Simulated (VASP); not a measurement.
# CaPtCl6 in VASP: single point with PBEsol

Aim: the single point of CaPtCl6 with PBEsol.

Everything below comes from runs of VASP 6.6.1. Logs are shortened: lines on timing, memory, paths and dates and some standing lists are left out, and cuts for length are marked.

### 1 The cell of the first run

The typed cell holds 8 atoms: a = 6.765 Å, b = 6.765 Å, c = 6.763 Å, α = 54.38°, β = 54.38°, γ = 54.37°.

### 2 Single point, PBEsol

INCAR

```
PREC     = Accurate       # precision mode
ENCUT    = 520            # plane-wave cutoff, eV
EDIFF    = 1E-7           # SCF threshold, eV
ISMEAR   = -1             # smearing method
SIGMA    = 0.05           # smearing width, eV
LREAL    = False          # projectors in reciprocal space
LASPH    = True           # aspherical terms in the spheres
NELM     = 100            # most SCF steps
ALGO     = Normal         # electronic algorithm
ISIF     = 2              # what is computed and relaxed
LWAVE    = False          # write WAVECAR
LCHARG   = False          # write CHGCAR
GGA      = PS             # functional
NBANDS   = 41             # bands
```

KPOINTS

```
regular mesh
0
Gamma
  4 4 4
```

POSCAR

```
CaPtCl6
1.0
    3.0909801968      1.7856577453      5.7468924323
   -3.0905794731      1.7856857306      5.7466867540
    0.0002202065     -3.5680119407      5.7457465138
Ca Pt Cl
1 1 6
Direct
    0.5012886761      0.4967702654      0.4997993784
    0.0013392786     -0.0032804106     -0.0001827342
    0.6019518198      0.9517098420      0.2121538966
    0.9564099834      0.2091768554      0.6002226322
    0.7888318372      0.3962409652      0.0447869220
    0.0462286011      0.7842030232      0.3994182285
    0.4007329334      0.0417421145      0.7874962166
    0.2139146817      0.5971845136      0.9548343038
```

Potentials or basis: VASP PAW PBE potentials, release 64 (Ca_sv, Pt, Cl).

Launch:

```
cat potpaw_PBE.64/Ca_sv/POTCAR potpaw_PBE.64/Pt/POTCAR potpaw_PBE.64/Cl/POTCAR > POTCAR
mpirun -np 1 vasp_std > vasp.out
```

OUTCAR:

```text
PREC = Accurate
   ENCUT = 520
   EDIFF = 1E-7
   ISMEAR = -1
   LREAL = False
   LASPH = True
   NELM = 100
   ISIF = 2
   GGA = PS

 ion  position               nearest neighbor table
   1  0.501  0.497  0.500-   8 2.76   5 2.76   6 2.76   4 2.76   3 2.76   7 2.77
   2  0.001  0.997  1.000-   3 2.32   6 2.32   5 2.32   7 2.32   8 2.32   4 2.32
   3  0.602  0.952  0.212-   2 2.32   1 2.76
   4  0.956  0.209  0.600-   2 2.32   1 2.76
   5  0.789  0.396  0.045-   2 2.32   1 2.76
   6  0.046  0.784  0.399-   2 2.32   1 2.76
   7  0.401  0.042  0.787-   2 2.32   1 2.77
   8  0.214  0.597  0.955-   2 2.32   1 2.76

  Warning from LATTYP: Got some problem with cell dimensions!
  Tried to take original basis but could not verify dimensions!
  LATTYP: Found a triclinic cell.
 ALAT       =     6.1818381004
 B/A-ratio  =     0.9999549605
 C/A-ratio  =     1.0940846487
 COS(alpha) =     0.0000632129
 COS(beta)  =     0.4567584584
 COS(gamma) =     0.4999846055

  Lattice vectors:

 A1 = (   3.0907996796,  -5.3536976713,  -0.0009402402)
 A2 = (   6.1815596699,  -0.0000279853,   0.0002056783)
 A3 = (   0.0002202065,  -3.5680119407,   5.7457465138)

Analysis of symmetry for initial positions (statically):
=====================================================================
 Subroutine PRICEL returns:
 Original cell was already a primitive cell.

 Routine SETGRP: Setting up the symmetry group for a
 triclinic supercell.

 Subroutine GETGRP returns: Found  1 space group operations
 (whereof  1 operations were pure point group operations)
 out of a pool of  2 trial point group operations.

The static configuration has the point symmetry C_1 .

Analysis of symmetry for dynamics (positions and initial velocities):
=====================================================================
 Subroutine PRICEL returns:
 Original cell was already a primitive cell.

 Routine SETGRP: Setting up the symmetry group for a
 triclinic supercell.

 Subroutine GETGRP returns: Found  1 space group operations
 (whereof  1 operations were pure point group operations)
 out of a pool of  2 trial point group operations.

The dynamic configuration has the point symmetry C_1 .

 Subroutine INISYM returns: Found  1 space group operations
 (whereof  1 operations are pure point group operations),
 and found     1 'primitive' translations

----------------------------------------------------------------------------------------
[... 110 lines left out ...]
   NFREE  =      0    steps in history (QN), initial steepest desc. (CG)
   ISIF   =      2    stress and relaxation
   ISYM   =      2    0-nonsym 1-usesym 2-fastsym
   POTIM  = 0.5000    time-step for ionic-motion
   TEBEG  =    0.0;   TEEND  =   0.0 temperature during run
   PSTRESS=    0.0 pullay stress
   NELECT =      62.0000    total number of electrons
   NUPDOWN=      -1.0000    fix difference up-down
   EMIN   =  10.00;   EMAX   =-10.00  energy-range for DOS
   EFERMI =   0.00;   METHOD = LEGACY
   ISMEAR =    -1;   SIGMA  =   0.05  broadening in eV -4-tet -1-fermi 0-gaus
   EFERMI_NEDOS =   21; number of points for ismear=-14 and -15
   IALGO  =     38    algorithm
   IMIX   =      4    mixing-type and parameters
     AMIX     =   0.40;   BMIX     =  1.00
     AMIX_MAG =   1.60;   BMIX_MAG =  1.00
  volume/ion in A,a.u.               =      23.77       160.42
  Fermi-wavevector in a.u.,A,eV,Ry     =   1.126736  2.129222 17.273056  1.269534
  Thomas-Fermi vector in A             =   2.263419
   LORBIT       =      0    0 simple, 1 ext, 2 COOP (PROOUT), +10 PAW based schemes
   GGA     = PS    functional components
   LHFCALC =     F    Hartree Fock is set to
   AEXX    =    0.0000 exact exchange contribution
   IVDW    =     0    specifies the selected vdW correction
   LEPSILON=     F    determine dielectric tensor
   LRPA    =     F    only Hartree local field effects (RPA)
 non-spin polarized calculation
  energy-cutoff  :      520.00
  volume of cell :      190.17
 maximum number of plane-waves:      5148
   NGX = 25   NGY = 25   NGZ = 25

 number of electron      61.9999999 magnetization

 Free energy of the ion-electron system (eV)
  ---------------------------------------------------
  ext. energy  EPLUGINS =         0.00000000
  ---------------------------------------------------
  free energy    TOTEN  =       -30.18107223 eV

  energy without entropy =      -30.18107220  energy(sigma->0) =      -30.18107221

 E-fermi :   2.3413     XC(G=0):  -9.1223

 val. band max:        1.5243519512   @ k =  -0.0000  -0.0000   0.5000
 cond. band min:       3.1808445493   @ k =   0.5000   0.5000  -0.0000
 fundamental gap:      1.6564925981
 Fermi energy:         2.3412542280

 k-point     1 :       0.0000    0.0000    0.0000
  band No.  band energies     occupation
      1     -37.7335      2.00000
      2     -18.8590      2.00000
      3     -18.8588      2.00000
      4     -18.8263      2.00000
      5     -13.3998      2.00000
      6     -12.4295      2.00000
[... 1045 lines left out ...]
     40       9.3725      0.00000
     41       9.7923      0.00000

 [... further k-points ...]

------------------------ aborting loop because EDIFF is reached ----------------------------------------

  FORCE on cell =-STRESS in cart. coord.  units (eV):
  Direction    XX          YY          ZZ          XY          YZ          ZX
  --------------------------------------------------------------------------------------
  -------------------------------------------------------------------------------------
  Total       -0.1185918     -0.1211958     -0.1305672      0.0061040     -0.0069404     -0.0002346
  in kB       -0.9991152     -1.0210535     -1.1000059      0.0514253     -0.0584720     -0.0019768
  external PRESSURE =      -1.0400582 kB  Pullay stress =       0.0000000 kB

 VOLUME and BASIS-vectors are now :
 -----------------------------------------------------------------------------
  energy-cutoff  :      520.00
  volume of cell :      190.17
      direct lattice vectors                 reciprocal lattice vectors
     3.090980197  1.785657745  5.746892432     0.161769964  0.093382941  0.057983036
    -3.090579473  1.785685731  5.746686754    -0.161772978  0.093381740  0.057994690
     0.000220207 -3.568011941  5.745746514    -0.000002777 -0.186798586  0.058043008

 POSITION                                       TOTAL-FORCE (eV/Angst)
 -----------------------------------------------------------------------------------
      0.01428     -0.00108      8.60736         0.000804     -0.000046      0.000286
     -3.07608     -1.78514     11.48023         0.000731      0.001312     -0.000780
     -1.08067      2.01737     10.14751         0.006050      0.024577      0.021091
      2.30990     -0.06026     10.14719         0.018958     -0.019412      0.021745
      1.21366      1.95635      7.06774         0.025651      0.006770     -0.021254
     -2.28066      0.05776      7.06720        -0.019059      0.018777     -0.020529
      1.10982     -2.01969      7.06760        -0.006658     -0.024920     -0.021779
     -1.18423     -1.95850     10.14741        -0.026477     -0.007057      0.021220
 -----------------------------------------------------------------------------------
    total drift:                                0.000166     -0.000057     -0.000142

  FREE ENERGIE OF THE ION-ELECTRON SYSTEM (eV)
  ---------------------------------------------------
  free  energy   TOTEN  =       -30.1810722309 eV

  energy  without entropy=      -30.1810721984  energy(sigma->0) =      -30.18107221
```

Wall time 8.1 min (1 thread of AMD EPYC 7R43 (Zen 3), shared host); peak memory 0.46 GiB.

Results:

| Property | Result |
| --- | --- |
| Free energy | -30.1811 eV |
| Pressure | -0.1 GPa |
| Largest force | 0.035 eV/Å |
| Band gap on the k mesh | 1.66 eV, indirect (least direct gap 1.72 eV) |

Forces in eV/Å, atoms in the order of the input:
```
Ca   0.001  0.000  0.000
Pt   0.001  0.001 -0.001
Cl   0.006  0.025  0.021
Cl   0.019 -0.019  0.022
Cl   0.026  0.007 -0.021
Cl  -0.019  0.019 -0.021
Cl  -0.007 -0.025 -0.022
Cl  -0.026 -0.007  0.021
```

Caveat: the PAW data sets were made with another functional, which shifts forces and pressure a little; spin-orbit coupling is left out, which moves the levels of the heavy elements. PBEsol gaps usually lie below the measured ones, often by a third to a half.
